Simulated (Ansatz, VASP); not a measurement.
# One calculation of InICl, two programs

The input INCAR:

```
SYSTEM = InICl
ALGO = Normal
EDIFF = 1E-7
ENCUT = 520
GGA = PE
ISIF = 2
ISMEAR = -1
LASPH = .TRUE.
LCHARG = .FALSE.
LREAL = .FALSE.
LWAVE = .FALSE.
NBANDS = 36
NELM = 60
PREC = Accurate
SIGMA = 0.1
```

The input KPOINTS:

```
k-points
0
G
  8 8 4
  0 0 0
```

The input POSCAR:

```
InICl
1.0
    4.4497500000      0.0000000000      0.0000000000
    0.0000000000      4.4497500000      0.0000000000
    0.0000000000      0.0000000000      9.2409960000
In I Cl
2 2 2
Direct
    0.2500000000      0.2500000000      0.1639200000
    0.7500000000      0.7500000000      0.8360800000
    0.2500000000      0.2500000000      0.6629700000
    0.7500000000      0.7500000000      0.3370300000
    0.7500000000      0.2500000000      0.0000000000
    0.2500000000      0.7500000000      0.0000000000
```

Input for Ansatz:

```yaml
crystal:
  lattice:
    - [4.44975, 0.0, 0.0]
    - [0.0, 4.44975, 0.0]
    - [0.0, 0.0, 9.240996]
  atoms:
    - { symbol: In, position: [0.25, 0.25, 0.16392] }
    - { symbol: In, position: [0.75, 0.75, 0.83608] }
    - { symbol: I, position: [0.25, 0.25, 0.66297] }
    - { symbol: I, position: [0.75, 0.75, 0.33703] }
    - { symbol: Cl, position: [0.75, 0.25, 0.0] }
    - { symbol: Cl, position: [0.25, 0.75, 0.0] }
  symmetry: { tolerance: 0.0003 }
kpoints:
  mp_grid: { grid: [8, 8, 4], shift: [0, 0, 0] }
  band_path:
    path:
      - [0.0, 0.0, 0.0]
      - [0.0, 0.5, 0.0]
      - [0.5, 0.5, 0.0]
      - [0.0, 0.0, 0.0]
      - [0.0, 0.0, 0.5]
      - [0.0, 0.5, 0.5]
      - [0.5, 0.5, 0.5]
      - [0.0, 0.0, 0.5]
      - [0.0, 0.5, 0.0]
      - [0.0, 0.5, 0.5]
      - [0.5, 0.5, 0.0]
    npoints: 6
magnetization:
  spin_polarized: false
scf:
  occupations: { method: fermi_dirac }
  lower_state_search: "off"
  max_iter: 200
hamiltonian:
  pseudopotentials: { kind: paw }
  xc: pbe
basis:
  ecutwfc: 420
  fft_grid_basis: typed
output:
  forces: true
  stress: true
  eigenvalues: true
  bader: true
  populations: true
  elf: true
  write_potential: true
  volumetric_format: npy
  dos:
    e_range: [-12, 8]
    de: 0.05
    projected: { site_lists: { Cl: [Cl], I: [I], In: [In] } }
checkpoint:
  read: saved_state
```

Alike in both runs: task single point; functional PBE; k mesh 8 × 8 × 4; no spin polarisation.

|  | VASP | Ansatz |
| --- | --- | --- |
| version | VASP 6.6.1 | Ansatz 0.2.0 |
| potentials or method | VASP PAW PBE potentials, release 64 (In_d, I, Cl), cutoff 520 eV | PAW plane waves |
| occupations | fermi-dirac, width 0.1 eV | fermi-dirac |
| valence electrons in the cell | 54 | 74 |

```tsv
	VASP	Ansatz	Ansatz less VASP
pressure (GPa)	3.4	3.4	+0.01
traceless stress, the component that is largest in VASP (GPa)	0.86	0.85	-0.001
rms of the force components (eV/Å)	0.665	0.660	-0.0047
```

Atom by atom the forces differ by 0.005 eV/Å (rms over components). VASP's potentials hold 54 valence electrons a cell and Ansatz's 74, so a difference there can come from the potentials and not from the codes.

Spin-orbit coupling is off throughout.
